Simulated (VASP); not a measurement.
The system is Sn.

```
Sn
1.0
    -1.91293    1.91293    1.91293
     1.91293   -1.91293    1.91293
     1.91293    1.91293   -1.91293
Sn
1
Direct
  0.00000 0.00000 0.00000
```

This isn't the form of Sn at room conditions, which is tetragonal (white tin).

* Program: VASP 6.6.1
* Task: relaxation of cell and atoms
* Functional: PBEsol
* Potentials or basis: VASP PAW PBE potentials, release 64 (Sn_d)
* Cutoff: 500 eV
* k mesh: 15 × 15 × 15
* Occupations: fermi-dirac, width 0.05 eV
* Spin: no spin polarisation

At the start: pressure -3.4 GPa; volume 28.00 Å³/atom.

**Question.** Where does the relaxation end?

**Answer.** Over 3 steps the energy falls by 22.6 meV/atom and the volume is 26.01 Å³/atom (-7.1 %); space group Im-3m (No. 229, to 0.1 Å) before and after.

The path:
```tsv
step	energy change (eV)	largest force (eV/Å)	pressure (GPa)	volume (Å³)
1	0.0000	0.0000	-3.38	28.00
2	-0.0219	0.0000	0.74	25.67
3	-0.0226	0.0000	-0.01	26.01
```

Final structure:
```yaml
crystal:
  lattice:
    - [-1.86641, 1.86641, 1.86641]
    - [1.86641, -1.86641, 1.86641]
    - [1.86641, 1.86641, -1.86641]
  atoms:
    - { symbol: Sn, position: [0.00000, 0.00000, 0.00000] }
```

Caveat: the PAW data sets were made with another functional, which shifts forces and pressure a little.
